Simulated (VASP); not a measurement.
Here is a VASP 6.6.1 calculation.

The input INCAR:

```
SYSTEM = Hg
PREC = Accurate
ENCUT = 410
EDIFF = 1E-8
ISMEAR = -1
SIGMA = 0.05
LREAL = .False.
LASPH = .True.
NELM = 120
ALGO = Normal
ISIF = 2
LWAVE = .False.
LCHARG = .False.
GGA = PE
LEFG = .True.
NBANDS = 27
GGA_COMPAT = .False.
```

Contents of KPOINTS:

```
regular mesh
0
Gamma
  8 8 8
  0 0 0
```

File POSCAR:

```
Hg
1.0
    0.0000000000      3.3303445432      3.3303445432
    3.3303445432      0.0000000000      3.3303445432
    3.3303445432      3.3303445432      0.0000000000
Hg
2
Direct
   -0.2375000000     -0.0875000000     -0.0875000000
    0.2375000000      0.0875000000      0.0875000000
```

Potentials or basis: VASP PAW PBE potentials, release 64 (Hg_sv_GW).

Launch:

```sh
$ cat potpaw_PBE.64/Hg_sv_GW/POTCAR > POTCAR
$ mpirun -np 1 vasp_std > vasp.out
```

Task: Estimate the largest force.

Result: 23.976 eV/Å.

Task: What does it give for the band gap on the k mesh?

Result: Zero (bands 20 and 21 overlap by 3.32 eV).

Forces on the atoms (eV/Å):
```
Hg  -13.842  13.842  13.842
Hg   13.842 -13.842 -13.842
```

Caveat: without QUAD_EFG the Cq values of the log hold for a quadrupole moment of 1 mb, not for the nuclei; spin-orbit coupling is left out, which moves the levels of the heavy elements; forces of over 1 eV/Å act on the atoms, so gaps and moduli don't describe the material at rest.
